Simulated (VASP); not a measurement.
# AgO in VASP: further runs

Runs on AgO. Level: PBEsol. Tasks: single point, relaxation of cell and atoms.

Everything below comes from runs of VASP 6.6.1. Logs are shortened: lines on timing, memory, paths and dates and some standing lists are left out, and cuts for length are marked.

## 1. The cell of the first run

It takes space group I-4m2 (No. 119, tetragonal). Conventional cell: a = 3.447 Å, b = 3.447 Å, c = 4.994 Å, α = 90.00°, β = 90.00°, γ = 90.00°. Within 2.8 Å of Ag (site symmetry -4m2) lie 4 O at 2.13 Å. O (site symmetry -4m2) has 4 Ag at 2.13 Å within 2.8 Å.

## 2. Single point, PBEsol (biaxial strain in the a-b plane: -1.5 %)

INCAR reads:

```
ALGO = Normal ; EDIFF = 1E-7
ENCUT = 520 ; GGA = PS
ISIF = 2 ; ISMEAR = 0
LASPH = T ; LCHARG = T
LELF = T ; LREAL = F
LVHAR = T ; LWAVE = F
NBANDS = 25 ; NELM = 80
PREC = Accurate ; SIGMA = 0.1
```

KPOINTS reads:

```
k-points
0
Gamma
  12 12 8
```

POSCAR reads:

```
AgO
1.0
    2.4375479278      2.4375479278      0.0000000000
   -2.4375479278      2.4375479278      0.0000000000
    0.0000000000      0.0000000000      4.9938799170
Ag O
2 2
Direct
    0.0000000000      0.0000000000      0.0000000000
    0.5000000000      0.5000000000      0.5000000000
    0.5000000000      0.0000000000      0.2500000000
    0.0000000000      0.5000000000      0.7500000000
```

Potentials or basis: VASP PAW PBE potentials, release 64 (Ag, O).

Command:

```console
$ cat potpaw_PBE.64/Ag/POTCAR potpaw_PBE.64/O/POTCAR > POTCAR
$ mpirun -np 1 vasp_std > vasp.out
```

OUTCAR:

```text
EDIFF = 1E-7
   ENCUT = 520
   GGA = PS
   ISIF = 2
   ISMEAR = 0
   LASPH = T
   LREAL = F
   NELM = 80
   PREC = Accurate

 ion  position               nearest neighbor table
   1  0.000  0.000  0.000-   3 2.13   4 2.13   4 2.13   3 2.13   2 3.49   2 3.49   2 3.49   2 3.49
                             2 3.49   2 3.49   2 3.49   2 3.49
   2  0.500  0.500  0.500-   3 2.13   4 2.13   3 2.13   4 2.13   1 3.49   1 3.49   1 3.49   1 3.49
                             1 3.49   1 3.49   1 3.49   1 3.49
   3  0.500  0.000  0.250-   1 2.13   2 2.13   2 2.13   1 2.13
   4  0.000  0.500  0.750-   1 2.13   2 2.13   1 2.13   2 2.13

  LATTYP: Found a simple tetragonal cell.
 ALAT       =     3.4472133384
 C/A-ratio  =     1.4486715578

  Lattice vectors:

 A1 = (   2.4375479278,   2.4375479278,   0.0000000000)
 A2 = (  -2.4375479278,   2.4375479278,   0.0000000000)
 A3 = (   0.0000000000,   0.0000000000,   4.9938799170)

Analysis of symmetry for initial positions (statically):
=====================================================================
 Subroutine PRICEL returns following result:

  LATTYP: Found a body centered tetragonal cell.
 ALAT       =     3.4472133384
 C/A-ratio  =     1.4486715578

  Lattice vectors:

 A1 = (   2.4375479278,   0.0000000000,  -2.4969399585)
 A2 = (  -2.4375479278,   0.0000000000,  -2.4969399585)
 A3 = (   0.0000000000,   2.4375479278,   2.4969399585)

   2 primitive cells build up your supercell.

 Routine SETGRP: Setting up the symmetry group for a
 simple tetragonal supercell.

 Subroutine GETGRP returns: Found  8 space group operations
 (whereof  8 operations were pure point group operations)
 out of a pool of 16 trial point group operations.

The static configuration has the point symmetry D_2d.

Analysis of symmetry for dynamics (positions and initial velocities):
=====================================================================
 Subroutine PRICEL returns following result:

  LATTYP: Found a body centered tetragonal cell.
 ALAT       =     3.4472133384
 C/A-ratio  =     1.4486715578

  Lattice vectors:
[... 106 lines left out ...]
   ISTART =      0    job   : 0-new  1-cont  2-samecut
   ICHARG =      2    charge: 1-file 2-atom 10-const
   ISPIN  =      1    spin polarized calculation?
   LNONCOLLINEAR =      F non collinear calculations
   LSORBIT =      F    spin-orbit coupling
   LASPH  =      T    aspherical Exc in radial PAW
   ENCUT  =  520.0 eV  38.22 Ry    6.18 a.u.   6.41  6.41  9.29*2*pi/ulx,y,z
   NELM   =     80;   NELMIN=  2; NELMDL= -5     # of ELM steps
   EDIFF  = 0.1E-06   stopping-criterion for ELM
   LREAL  =      F    real-space projection
   EDIFFG = 0.1E-05   stopping-criterion for IOM
   NSW    =      0    number of steps for IOM
   IBRION =     -1    ionic relax: 0-MD 1-quasi-New 2-CG
   NFREE  =      0    steps in history (QN), initial steepest desc. (CG)
   ISIF   =      2    stress and relaxation
   ISYM   =      2    0-nonsym 1-usesym 2-fastsym
   POTIM  = 0.5000    time-step for ionic-motion
   TEBEG  =    0.0;   TEEND  =   0.0 temperature during run
   PSTRESS=    0.0 pullay stress
   NELECT =      34.0000    total number of electrons
   NUPDOWN=      -1.0000    fix difference up-down
   EMIN   =  10.00;   EMAX   =-10.00  energy-range for DOS
   EFERMI =   0.00;   METHOD = LEGACY
   ISMEAR =     0;   SIGMA  =   0.10  broadening in eV -4-tet -1-fermi 0-gaus
   EFERMI_NEDOS =   21; number of points for ismear=-14 and -15
   IALGO  =     38    algorithm
   IMIX   =      4    mixing-type and parameters
     AMIX     =   0.40;   BMIX     =  1.00
     AMIX_MAG =   1.60;   BMIX_MAG =  1.00
  volume/ion in A,a.u.               =      14.84       100.12
  Fermi-wavevector in a.u.,A,eV,Ry     =   1.359700  2.569460 25.154223  1.848783
  Thomas-Fermi vector in A             =   2.486425
   LORBIT       =      0    0 simple, 1 ext, 2 COOP (PROOUT), +10 PAW based schemes
   GGA     = PS    functional components
   LHFCALC =     F    Hartree Fock is set to
   AEXX    =    0.0000 exact exchange contribution
   IVDW    =     0    specifies the selected vdW correction
   LEPSILON=     F    determine dielectric tensor
   LRPA    =     F    only Hartree local field effects (RPA)
 non-spin polarized calculation
 Gauss-broadening in eV      SIGMA  =   0.10
  energy-cutoff  :      520.00
  volume of cell :       59.34
 maximum number of plane-waves:      1618
 NGX is ok and might be reduce to    28

 number of electron      33.9999996 magnetization

 Free energy of the ion-electron system (eV)
  ---------------------------------------------------
  ext. energy  EPLUGINS =         0.00000000
  ---------------------------------------------------
  free energy    TOTEN  =       -16.15876208 eV

  energy without entropy =      -16.13477009  energy(sigma->0) =      -16.14676608

 E-fermi :   4.0293     XC(G=0): -10.9467

 val. band max:        4.0278256491   @ k =   0.2500   0.2500   0.0000
 cond. band min:       4.0331113882   @ k =   0.1667   0.0833   0.0000
 fundamental gap:      0.0052857391
 Fermi energy:         4.0293260961

 k-point     1 :       0.0000    0.0000    0.0000
  band No.  band energies     occupation
      1     -13.9057      2.00000
      2     -13.4911      2.00000
      3      -1.7972      2.00000
      4      -1.6001      2.00000
      5      -1.5619      2.00000
      6      -1.5619      2.00000
[... 661 lines left out ...]
     24      15.3181      0.00000
     25      16.1456      0.00000

 [... further k-points ...]

------------------------ aborting loop because EDIFF is reached ----------------------------------------

  FORCE on cell =-STRESS in cart. coord.  units (eV):
  Direction    XX          YY          ZZ          XY          YZ          ZX
  --------------------------------------------------------------------------------------
  -------------------------------------------------------------------------------------
  Total        0.7915632      0.7915632      0.9047636      0.0000000     -0.0000000      0.0000000
  in kB       21.3708485     21.3708485     24.4270648      0.0000000     -0.0000000      0.0000000
  external PRESSURE =      22.3895873 kB  Pullay stress =       0.0000000 kB

 VOLUME and BASIS-vectors are now :
 -----------------------------------------------------------------------------
  energy-cutoff  :      520.00
  volume of cell :       59.34
      direct lattice vectors                 reciprocal lattice vectors
     2.437547928  2.437547928  0.000000000     0.205124172  0.205124172  0.000000000
    -2.437547928  2.437547928  0.000000000    -0.205124172  0.205124172  0.000000000
     0.000000000  0.000000000  4.993879917     0.000000000  0.000000000  0.200245103

 POSITION                                       TOTAL-FORCE (eV/Angst)
 -----------------------------------------------------------------------------------
      0.00000      0.00000      0.00000        -0.000000     -0.000000     -0.000000
      0.00000      2.43755      2.49694        -0.000000     -0.000000      0.000000
      1.21877      1.21877      1.24847         0.000000      0.000000     -0.000000
     -1.21877      1.21877      3.74541         0.000000      0.000000      0.000000
 -----------------------------------------------------------------------------------
    total drift:                               -0.000000      0.000000      0.000000

  FREE ENERGIE OF THE ION-ELECTRON SYSTEM (eV)
  ---------------------------------------------------
  free  energy   TOTEN  =       -16.1587620759 eV

  energy  without entropy=      -16.1347700881  energy(sigma->0) =      -16.14676608
```

stdout:

```text
POSCAR found type information on POSCAR AgO
 POSCAR found :  2 types and       4 ions
 scaLAPACK will be used
 -----------------------------------------------------------------------------
|                                                                             |
|                                                                             |
|     You enforced a specific xc type in the INCAR file but a different       |
|     I HOPE YOU KNOW WHAT YOU ARE DOING!                                     |
|                                                                             |
 -----------------------------------------------------------------------------

 LDA part: xc-table for (Slater+PW92), standard interpolation
 POSCAR, INCAR and KPOINTS ok, starting setup
 FFT: planning ... GRIDC
 FFT: planning ... GRID_SOFT
 FFT: planning ... GRID
 WAVECAR not read
 entering main loop
```

It took 4.3 min on 1 thread of Intel Xeon 8259CL, shared host; peak memory 0.3 GiB.

What came out:

```
Free energy            : -16.1588 eV
Pressure               : 2.2 GPa
Band gap on the k mesh : zero (bands 17 and 18 overlap by 2.07 eV)
```

Caveat: the cell differs from its parent crystal (biaxial strain in the a-b plane: -1.5 %); the PAW data sets were made with another functional, which shifts forces and pressure a little.

## 3. Single point, PBEsol (biaxial strain in the a-b plane: -1.5 %, then relaxed in part)

INCAR reads:

```
SYSTEM = AgO
ALGO = Normal
EDIFF = 1E-7
ENCUT = 520
GGA = PS
ISIF = 2
ISMEAR = 0
LASPH = .TRUE.
LCHARG = .FALSE.
LREAL = .FALSE.
LWAVE = .FALSE.
NBANDS = 25
NELM = 60
PREC = Accurate
SIGMA = 0.1
```

KPOINTS reads:

```
k-points
0
G
  12 12 8
  0 0 0
```

Changes to POSCAR since step 2:

```diff
@@ -4,3 +4,3 @@
    -2.4375479278      2.4375479278      0.0000000000
-    0.0000000000      0.0000000000      4.9938799170
+    0.0000000000      0.0000000000      5.1058035781
 Ag O
```

Potentials or basis: VASP PAW PBE potentials, release 64 (Ag, O).

Command:

```console
$ cat potpaw_PBE.64/Ag/POTCAR potpaw_PBE.64/O/POTCAR > POTCAR
$ mpirun -np 1 vasp_std > vasp.out
```

OUTCAR:

```text
SYSTEM = AgO
   EDIFF = 1E-7
   ENCUT = 520
   GGA = PS
   ISIF = 2
   ISMEAR = 0
   LASPH = .TRUE.
   LREAL = .FALSE.
   NELM = 60
   PREC = Accurate

 ion  position               nearest neighbor table
   1  0.000  0.000  0.000-   3 2.14   4 2.14   4 2.14   3 2.14   2 3.53   2 3.53   2 3.53   2 3.53
                             2 3.53   2 3.53   2 3.53   2 3.53
   2  0.500  0.500  0.500-   3 2.14   4 2.14   3 2.14   4 2.14   1 3.53   1 3.53   1 3.53   1 3.53
                             1 3.53   1 3.53   1 3.53   1 3.53
   3  0.500  0.000  0.250-   1 2.14   2 2.14   2 2.14   1 2.14
   4  0.000  0.500  0.750-   1 2.14   2 2.14   1 2.14   2 2.14

  LATTYP: Found a simple tetragonal cell.
 ALAT       =     3.4472133384
 C/A-ratio  =     1.4811394239

  Lattice vectors:

 A1 = (   2.4375479278,   2.4375479278,   0.0000000000)
 A2 = (  -2.4375479278,   2.4375479278,   0.0000000000)
 A3 = (   0.0000000000,   0.0000000000,   5.1058035781)

Analysis of symmetry for initial positions (statically):
=====================================================================
 Subroutine PRICEL returns following result:

[... 194 lines left out ...]

 val. band max:        3.7464186882   @ k =   0.5000   0.0000   0.5000
 cond. band min:       3.7583142678   @ k =   0.3333   0.0000   0.5000
 fundamental gap:      0.0118955796
 Fermi energy:         3.7528811454

 k-point     1 :       0.0000    0.0000    0.0000
  band No.  band energies     occupation
      1     -14.0228      2.00000
      2     -13.6343      2.00000
      3      -1.8978      2.00000
      4      -1.7285      2.00000
      5      -1.6545      2.00000
      6      -1.6545      2.00000
[... 661 lines left out ...]
     24      14.9422      0.00000
     25      15.8291      0.00000

 [... further k-points ...]

------------------------ aborting loop because EDIFF is reached ----------------------------------------

  FORCE on cell =-STRESS in cart. coord.  units (eV):
  Direction    XX          YY          ZZ          XY          YZ          ZX
  --------------------------------------------------------------------------------------
  -------------------------------------------------------------------------------------
  Total       -0.1875655     -0.1875655     -0.0643092      0.0000000      0.0000000     -0.0000000
  in kB       -4.9529414     -4.9529414     -1.6981781      0.0000000      0.0000000     -0.0000000
  external PRESSURE =      -3.8680203 kB  Pullay stress =       0.0000000 kB

 VOLUME and BASIS-vectors are now :
 -----------------------------------------------------------------------------
  energy-cutoff  :      520.00
  volume of cell :       60.67
      direct lattice vectors                 reciprocal lattice vectors
     2.437547928  2.437547928  0.000000000     0.205124172  0.205124172  0.000000000
    -2.437547928  2.437547928  0.000000000    -0.205124172  0.205124172  0.000000000
     0.000000000  0.000000000  5.105803578     0.000000000  0.000000000  0.195855556

 POSITION                                       TOTAL-FORCE (eV/Angst)
 -----------------------------------------------------------------------------------
      0.00000      0.00000      0.00000         0.000000      0.000000      0.000000
      0.00000      2.43755      2.55290        -0.000000     -0.000000     -0.000000
      1.21877      1.21877      1.27645         0.000000      0.000000      0.000000
     -1.21877      1.21877      3.82935         0.000000      0.000000     -0.000000
 -----------------------------------------------------------------------------------
    total drift:                               -0.000000      0.000000      0.000000

  FREE ENERGIE OF THE ION-ELECTRON SYSTEM (eV)
  ---------------------------------------------------
  free  energy   TOTEN  =       -16.1694917298 eV

  energy  without entropy=      -16.1447987143  energy(sigma->0) =      -16.15714522
```

It took 4.7 min on 1 thread of Intel Xeon 8259CL, shared host; peak memory 0.3 GiB.

What came out:

| Property | Result |
| --- | --- |
| Free energy | -16.1695 eV |
| Pressure | -0.4 GPa |
| Band gap on the k mesh | zero (bands 17 and 18 overlap by 1.97 eV) |

Levels at points of the mesh, in eV from the Fermi level:
```csv
k point,band 14,band 15,band 16,band 17,band 18,band 19,band 20,band 21
"(0.00, 0.00, 0.00)",-1.28,-1.28,0.31,0.73,0.85,0.85,5.89,8.16
"(0.50, 0.00, 0.00)",-1.67,-1.10,-1.10,0.12,0.12,5.07,5.07,9.10
"(0.50, 0.50, 0.00)",-1.64,-1.40,-1.40,-1.18,-1.18,5.91,5.91,8.79
"(0.00, 0.00, 0.50)",-0.55,-0.06,-0.06,-0.06,-0.06,2.83,2.83,11.34
"(0.50, 0.00, 0.50)",-2.63,-0.05,-0.05,-0.01,-0.01,5.29,5.29,6.76
"(0.50, 0.50, 0.50)",-2.18,-2.14,-2.14,-0.71,-0.71,7.46,7.46,8.78
```

Caveat: the cell differs from its parent crystal (biaxial strain in the a-b plane: -1.5 %, then relaxed in part); the PAW data sets were made with another functional, which shifts forces and pressure a little.

## 4. Single point, PBEsol

This run uses another cell than the first one: it holds 2 atoms, not 4.

INCAR reads:

```
ALGO = Normal
EDIFF = 1E-7
ENCUT = 520
GGA = PS
ISIF = 2
ISMEAR = -1
LASPH = T
LCHARG = F
LREAL = F
LWAVE = F
NBANDS = 16
NELM = 60
PREC = Accurate
SIGMA = 0.15
```

KPOINTS reads:

```
k-points
0
Gamma
  14 14 14
```

POSCAR reads:

```
AgO
1.0
    0.0000000000      2.4780493028      2.4780493028
    2.4780493028      0.0000000000      2.4780493028
    2.4780493028      2.4780493028      0.0000000000
Ag O
1 1
Direct
    0.0000000000      0.0000000000      0.0000000000
    0.7500000000      0.7500000000      0.7500000000
```

Command:

```console
$ cat potpaw_PBE.64/Ag/POTCAR potpaw_PBE.64/O/POTCAR > POTCAR
$ mpirun -np 1 vasp_std > vasp.out
```

It took 86 s on 1 thread of Intel Xeon 8259CL, shared host; peak memory 0.19 GiB.

Results (log left out):

| Property | Result |
| --- | --- |
| Free energy | -8.1600 eV |
| Pressure | -0.2 GPa |
| Band gap on the k mesh | zero (an odd number of electrons rules out a gap without spin polarisation) |

Levels at points of the mesh, in eV from the Fermi level:
```tsv
k point	band 5	band 6	band 7	band 8	band 9	band 10	band 11	band 12	band 13	band 14
(0.00, 0.00, 0.00)	-3.04	-3.04	0.26	0.78	0.78	0.78	13.59	13.59	13.59	18.29
(0.50, 0.00, 0.00)	-2.87	-2.87	-2.70	-0.06	-0.06	5.24	6.71	13.45	13.45	15.69
(0.50, 0.50, 0.00)	-3.19	-2.73	-1.77	-1.33	-1.33	5.85	8.52	11.18	13.00	13.00
```

Caveat: the PAW data sets were made with another functional, which shifts forces and pressure a little; an odd number of electrons without spin polarisation forces a metal; a magnetic or distorted state may lie lower.

## 5. Relaxation of cell and atoms, PBEsol

This run uses another cell than the first one: it holds 2 atoms, not 4.

INCAR reads:

```
SYSTEM = AgO
PREC = Accurate
ENCUT = 600
EDIFF = 1E-6
ISMEAR = -1
SIGMA = 0.15
LREAL = .FALSE.
LASPH = .TRUE.
NELM = 80
ALGO = Normal
ISIF = 3
LWAVE = .FALSE.
LCHARG = .FALSE.
GGA = PS
IBRION = 2
NSW = 80
EDIFFG = -0.001
```

KPOINTS reads:

```
Automatic mesh
0
G
  14 14 14
  0 0 0
```

POSCAR reads:

```
AgO
1.0
    0.0000000000      2.4746679600      2.4746679600
    2.4746679600      0.0000000000      2.4746679600
    2.4746679600      2.4746679600      0.0000000000
Ag O
1 1
Direct
    0.0000000000      0.0000000000      0.0000000000
    0.7500000000      0.7500000000      0.7500000000
```

Command:

```console
$ cat potpaw_PBE.64/Ag/POTCAR potpaw_PBE.64/O/POTCAR > POTCAR
$ mpirun -np 1 vasp_std > vasp.out
```

Wall time 1.7 min (1 thread of Intel Xeon 8259CL, shared host); peak memory 0.2 GiB.

It converged, with:

* Free energy: -8.1611 eV
* Relaxed volume: 15.18 Å³/atom
* Relaxed cell: a = 3.502 Å, b = 3.502 Å, c = 3.502 Å, α = 60.00°, β = 60.00°, γ = 60.00°
* Space group after relaxing (to 0.1 Å): F-43m (No. 216)
* Energy gained by relaxing: 0.0 meV/atom
* Ionic steps: 3
* Pressure after relaxing: 0.0 GPa
* Band gap on the k mesh: zero (an odd number of electrons rules out a gap without spin polarisation)

Final structure:
```cif
data_structure
_symmetry_space_group_name_H-M 'P 1'
_symmetry_Int_Tables_number 1
_cell_length_a 3.5019
_cell_length_b 3.5019
_cell_length_c 3.5019
_cell_angle_alpha 60.000
_cell_angle_beta 60.000
_cell_angle_gamma 60.000
_cell_volume 30.37
loop_
_atom_site_label
_atom_site_type_symbol
_atom_site_fract_x
_atom_site_fract_y
_atom_site_fract_z
_atom_site_occupancy
Ag1 Ag 0.00000 0.00000 0.00000 1
O1 O 0.75000 0.75000 0.75000 1
```

Levels at points of the mesh, in eV from the Fermi level:
| k point | band 5 | band 6 | band 7 | band 8 | band 9 | band 10 | band 11 | band 12 |
| --- | --- | --- | --- | --- | --- | --- | --- | --- |
| (0.00, 0.00, 0.00) | -3.05 | -3.05 | 0.26 | 0.78 | 0.78 | 0.78 | 13.61 | 13.61 |
| (0.50, 0.00, 0.00) | -2.88 | -2.88 | -2.70 | -0.06 | -0.06 | 5.25 | 6.72 | 13.46 |
| (0.50, 0.50, 0.00) | -3.20 | -2.73 | -1.78 | -1.33 | -1.33 | 5.85 | 8.54 | 11.19 |

Caveat: the PAW data sets were made with another functional, which shifts forces and pressure a little; an odd number of electrons without spin polarisation forces a metal; a magnetic or distorted state may lie lower.

## 6. The runs side by side

```tsv
task	cell	k mesh	cutoff (eV)	smearing	gap on the mesh (eV)	pressure (GPa)
single point	a = 3.447, b = 3.447, c = 4.994 Å, 4 atoms, atomic positions A	12 × 12 × 8	520	gaussian 0.1 eV	none	2.2
single point	a = 3.447, b = 3.447, c = 5.106 Å, 4 atoms, atomic positions A	12 × 12 × 8	520	gaussian 0.1 eV	none	-0.4
single point	a = 3.504 Å, angles 60.0°, 2 atoms, atomic positions B	14 × 14 × 14	520	fermi-dirac 0.15 eV	none	-0.2
relaxation of cell and atoms	relaxed from a = 3.500 Å, angles 60.0°, 2 atoms, atomic positions B	14 × 14 × 14	600	fermi-dirac 0.15 eV	none	0.0
```

Alike in all rows: level PBEsol; potentials or basis VASP PAW PBE potentials, release 64 (Ag, O); no spin polarisation.

Caveats: the PAW data sets were made with another functional, which shifts forces and pressure a little; an odd number of electrons without spin polarisation forces a metal (at least some runs); a magnetic or distorted state may lie lower (at least some runs).

Total energies depend on the potentials used, so only differences within one code and one set of settings carry meaning.
